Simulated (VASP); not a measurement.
# MgCd3Se4 (P-43m) in VASP: relaxation of cell and atoms with PBE

Aim: the relaxation of cell and atoms of MgCd3Se4 with PBE.

Everything below comes from runs of VASP 6.6.1. Logs are shortened: lines on timing, memory, paths and dates and some standing lists are left out, and cuts for length are marked.

## 1. The cell of the first run

The structure is cubic, space group P-43m (No. 215). The conventional cell has a = 6.151 Å, b = 6.151 Å, c = 6.151 Å, α = 90.00°, β = 90.00°, γ = 90.00°. Mg (site symmetry -43m) has 4 Se at 2.61 Å within 3.4 Å. Cd (site symmetry -42m) has 4 Se at 2.68 Å within 3.5 Å. Se (site symmetry 3m) has 1 Mg at 2.61 Å and 3 Cd at 2.68 Å within 3.4 Å.

## 2. Relaxation of cell and atoms, PBE

Input file INCAR:

```
ALGO = Normal ; EDIFF = 1E-6
EDIFFG = -0.01 ; ENCUT = 600
GGA = PE ; IBRION = 2
ISIF = 3 ; ISMEAR = 0
LASPH = True ; LCHARG = False
LREAL = False ; LWAVE = False
NELM = 80 ; NSW = 100
PREC = Accurate ; SIGMA = 0.02
```

Input file KPOINTS:

```
k-points
0
Gamma
  6 6 6
```

Input file POSCAR:

```
MgCd3Se4
1.0
    6.1509908770      0.0000000000      0.0000000000
    0.0000000000      6.1509908770      0.0000000000
    0.0000000000      0.0000000000      6.1509908770
Mg Cd Se
1 3 4
Direct
    0.5000000000      0.5000000000      0.5000000000
    0.0000000000      0.0000000000      0.5000000000
    0.0000000000      0.5000000000      0.0000000000
    0.5000000000      0.0000000000      0.0000000000
    0.7448777430      0.7448777430      0.7448777430
    0.7448777430      0.2551222570      0.2551222570
    0.2551222570      0.7448777430      0.2551222570
    0.2551222570      0.2551222570      0.7448777430
```

Potentials or basis: VASP PAW PBE potentials, release 64 (Mg, Cd, Se).

Launch:

```
> cat potpaw_PBE.64/Mg/POTCAR potpaw_PBE.64/Cd/POTCAR potpaw_PBE.64/Se/POTCAR > POTCAR
> mpirun -np 1 vasp_std > vasp.out
```

OUTCAR:

```text
EDIFF = 1E-6
   EDIFFG = -0.01
   ENCUT = 600
   GGA = PE
   IBRION = 2
   ISIF = 3
   ISMEAR = 0
   LASPH = True
   LREAL = False
   NELM = 80
   NSW = 100
   PREC = Accurate

 ion  position               nearest neighbor table
   1  0.500  0.500  0.500-   5 2.61   6 2.61   7 2.61   8 2.61
   2  0.000  0.000  0.500-   5 2.68   6 2.68   7 2.68   8 2.68
   3  0.000  0.500  0.000-   5 2.68   6 2.68   7 2.68   8 2.68
   4  0.500  0.000  0.000-   5 2.68   6 2.68   7 2.68   8 2.68
   5  0.745  0.745  0.745-   1 2.61   2 2.68   3 2.68   4 2.68
   6  0.745  0.255  0.255-   1 2.61   2 2.68   3 2.68   4 2.68
   7  0.255  0.745  0.255-   1 2.61   2 2.68   3 2.68   4 2.68
   8  0.255  0.255  0.745-   1 2.61   2 2.68   3 2.68   4 2.68

  LATTYP: Found a simple cubic cell.
 ALAT       =     6.1509908770

  Lattice vectors:

 A1 = (   6.1509908770,   0.0000000000,   0.0000000000)
 A2 = (   0.0000000000,   6.1509908770,   0.0000000000)
 A3 = (   0.0000000000,   0.0000000000,   6.1509908770)

Analysis of symmetry for initial positions (statically):
=====================================================================
 Subroutine PRICEL returns:
 Original cell was already a primitive cell.

 Routine SETGRP: Setting up the symmetry group for a
 simple cubic supercell.

 Subroutine GETGRP returns: Found 24 space group operations
 (whereof 24 operations were pure point group operations)
 out of a pool of 48 trial point group operations.

The static configuration has the point symmetry T_d .

Analysis of symmetry for dynamics (positions and initial velocities):
=====================================================================
 Subroutine PRICEL returns:
 Original cell was already a primitive cell.

 Routine SETGRP: Setting up the symmetry group for a
 simple cubic supercell.

 Subroutine GETGRP returns: Found 24 space group operations
 (whereof 24 operations were pure point group operations)
 out of a pool of 48 trial point group operations.

The dynamic configuration has the point symmetry T_d .

 Subroutine INISYM returns: Found 24 space group operations
 (whereof 24 operations are pure point group operations),
 and found     1 'primitive' translations

----------------------------------------------------------------------------------------

                                     Primitive cell

  volume of cell :     232.7208

  direct lattice vectors                    reciprocal lattice vectors
     6.150990877  0.000000000  0.000000000     0.162575432  0.000000000  0.000000000
     0.000000000  6.150990877  0.000000000     0.000000000  0.162575432  0.000000000
[... 85 lines left out ...]
   ICHARG =      2    charge: 1-file 2-atom 10-const
   ISPIN  =      1    spin polarized calculation?
   LNONCOLLINEAR =      F non collinear calculations
   LSORBIT =      F    spin-orbit coupling
   LASPH  =      T    aspherical Exc in radial PAW
   ENCUT  =  600.0 eV  44.10 Ry    6.64 a.u.  12.29 12.29 12.29*2*pi/ulx,y,z
   NELM   =     80;   NELMIN=  2; NELMDL= -5     # of ELM steps
   EDIFF  = 0.1E-05   stopping-criterion for ELM
   LREAL  =      F    real-space projection
   EDIFFG = -.1E-01   stopping-criterion for IOM
   NSW    =    100    number of steps for IOM
   IBRION =      2    ionic relax: 0-MD 1-quasi-New 2-CG
   NFREE  =      1    steps in history (QN), initial steepest desc. (CG)
   ISIF   =      3    stress and relaxation
   ISYM   =      2    0-nonsym 1-usesym 2-fastsym
   POTIM  = 0.5000    time-step for ionic-motion
   TEBEG  =    0.0;   TEEND  =   0.0 temperature during run
   PSTRESS=    0.0 pullay stress
   NELECT =      62.0000    total number of electrons
   NUPDOWN=      -1.0000    fix difference up-down
   EMIN   =  10.00;   EMAX   =-10.00  energy-range for DOS
   EFERMI =   0.00;   METHOD = LEGACY
   ISMEAR =     0;   SIGMA  =   0.02  broadening in eV -4-tet -1-fermi 0-gaus
   EFERMI_NEDOS =   21; number of points for ismear=-14 and -15
   IALGO  =     38    algorithm
   IMIX   =      4    mixing-type and parameters
     AMIX     =   0.40;   BMIX     =  1.00
     AMIX_MAG =   1.60;   BMIX_MAG =  1.00
  volume/ion in A,a.u.               =      29.09       196.31
  Fermi-wavevector in a.u.,A,eV,Ry     =   1.053401  1.990639 15.097749  1.109653
  Thomas-Fermi vector in A             =   2.188521
   LORBIT       =      0    0 simple, 1 ext, 2 COOP (PROOUT), +10 PAW based schemes
   GGA     = PE    functional components
   LHFCALC =     F    Hartree Fock is set to
   AEXX    =    0.0000 exact exchange contribution
   IVDW    =     0    specifies the selected vdW correction
   LEPSILON=     F    determine dielectric tensor
   LRPA    =     F    only Hartree local field effects (RPA)
 conjugate gradient relaxation of ions
 non-spin polarized calculation
 Gauss-broadening in eV      SIGMA  =   0.02
  energy-cutoff  :      600.00
  volume of cell :      232.72
 maximum number of plane-waves:      7809
 NGX is ok and might be reduce to    50
   NGX = 25   NGY = 25   NGZ = 25

--------------------------------------- Ionic step        1  -------------------------------------------

 number of electron      62.0000010 magnetization

 Free energy of the ion-electron system (eV)
  ---------------------------------------------------
  ext. energy  EPLUGINS =         0.00000000
  ---------------------------------------------------
  free energy    TOTEN  =       -23.99744221 eV

  energy without entropy =      -23.99744221  energy(sigma->0) =      -23.99744221

------------------------ aborting loop because EDIFF is reached ----------------------------------------

  FORCE on cell =-STRESS in cart. coord.  units (eV):
  Direction    XX          YY          ZZ          XY          YZ          ZX
  --------------------------------------------------------------------------------------
  -------------------------------------------------------------------------------------
  Total        0.0149527      0.0149527      0.0149527      0.0000000      0.0000000      0.0000000
  in kB        0.1029426      0.1029426      0.1029426      0.0000000      0.0000000      0.0000000
  external PRESSURE =       0.1029426 kB  Pullay stress =       0.0000000 kB
[... 71 lines left out ...]
--------------------------------------- Ionic step        3  -------------------------------------------

 number of electron      62.0000011 magnetization

 Free energy of the ion-electron system (eV)
  ---------------------------------------------------
  ext. energy  EPLUGINS =         0.00000000
  ---------------------------------------------------
  free energy    TOTEN  =       -23.99796123 eV

  energy without entropy =      -23.99796123  energy(sigma->0) =      -23.99796123

 E-fermi :   0.6052     XC(G=0):  -8.5000

 val. band max:        0.4872455487   @ k =   0.0000   0.0000   0.0000
 cond. band min:       1.4635753456   @ k =   0.0000   0.0000   0.0000
 fundamental gap:      0.9763297969
 Fermi energy:         0.6052449993

 k-point     1 :       0.0000    0.0000    0.0000
  band No.  band energies     occupation
      1     -11.5980      2.00000
      2     -11.1124      2.00000
      3     -11.1124      2.00000
      4     -11.1124      2.00000
      5      -7.0494      2.00000
      6      -7.0494      2.00000
[... 824 lines left out ...]
  FREE ENERGIE OF THE ION-ELECTRON SYSTEM (eV)
  ---------------------------------------------------
  free  energy   TOTEN  =       -23.9979612337 eV

  energy  without entropy=      -23.9979612337  energy(sigma->0) =      -23.99796123

 reached required accuracy - stopping structural energy minimisation
```

OSZICAR:

```text
N       E                     dE             d eps       ncg     rms          rms(c)
DAV:   1     0.439146160526E+03    0.43915E+03   -0.30034E+04  1480   0.164E+03
DAV:   2     0.592838397629E+01   -0.43322E+03   -0.42025E+03  1718   0.350E+02
DAV:   3    -0.251524387856E+02   -0.31081E+02   -0.30915E+02  1756   0.897E+01
[... 21 lines left out ...]
DAV:   2    -0.239979938395E+02   -0.11787E-03   -0.25415E-03  1652   0.240E-01    0.510E-02
DAV:   3    -0.239979720975E+02    0.21742E-04   -0.45967E-05  1718   0.388E-02    0.363E-02
DAV:   4    -0.239979624881E+02    0.96095E-05   -0.29341E-05  1596   0.227E-02    0.131E-02
DAV:   5    -0.239979611959E+02    0.12921E-05   -0.32255E-06  1470   0.815E-03    0.405E-03
DAV:   6    -0.239979612337E+02   -0.37809E-07   -0.83924E-08   885   0.212E-03
   3 F= -.23997961E+02 E0= -.23997961E+02  d E =-.519028E-03
```

It took 3.3 min on 1 thread of Intel Xeon 6975P-C (Granite Rapids), shared host; peak memory 0.48 GiB.

Results:

```yaml
Free_energy: -23.9980 eV
Relaxed_volume: 29.11 Å³/atom
Relaxed_cell: a = 6.152 Å, b = 6.152 Å, c = 6.152 Å, α = 90.00°, β = 90.00°, γ = 90.00°
Space_group_after_relaxing_to_0.1_Å: P-43m (No. 215)
Energy_gained_by_relaxing: 0.1 meV/atom
Ionic_steps: 3
Pressure_after_relaxing: 0.0 GPa
Band_gap_on_the_k_mesh: 0.98 eV
```

Step by step:
| step | energy change (eV) | largest force (eV/Å) | pressure (GPa) | volume (Å³) |
| --- | --- | --- | --- | --- |
| 1 | 0.0000 | 0.0454 | 0.01 | 232.72 |
| 2 | -0.0003 | 0.0283 | 0.00 | 232.78 |
| 3 | -0.0005 | 0.0013 | -0.03 | 232.88 |

Final structure:
```yaml
crystal:
  lattice:
    - [6.15243, 0.00000, 0.00000]
    - [0.00000, 6.15243, 0.00000]
    - [0.00000, 0.00000, 6.15243]
  atoms:
    - { symbol: Mg, position: [0.50000, 0.50000, 0.50000] }
    - { symbol: Cd, position: [0.00000, 0.00000, 0.50000] }
    - { symbol: Cd, position: [0.00000, 0.50000, 0.00000] }
    - { symbol: Cd, position: [0.50000, 0.00000, 0.00000] }
    - { symbol: Se, position: [0.74434, 0.74434, 0.74434] }
    - { symbol: Se, position: [0.74434, 0.25566, 0.25566] }
    - { symbol: Se, position: [0.25566, 0.74434, 0.25566] }
    - { symbol: Se, position: [0.25566, 0.25566, 0.74434] }
```
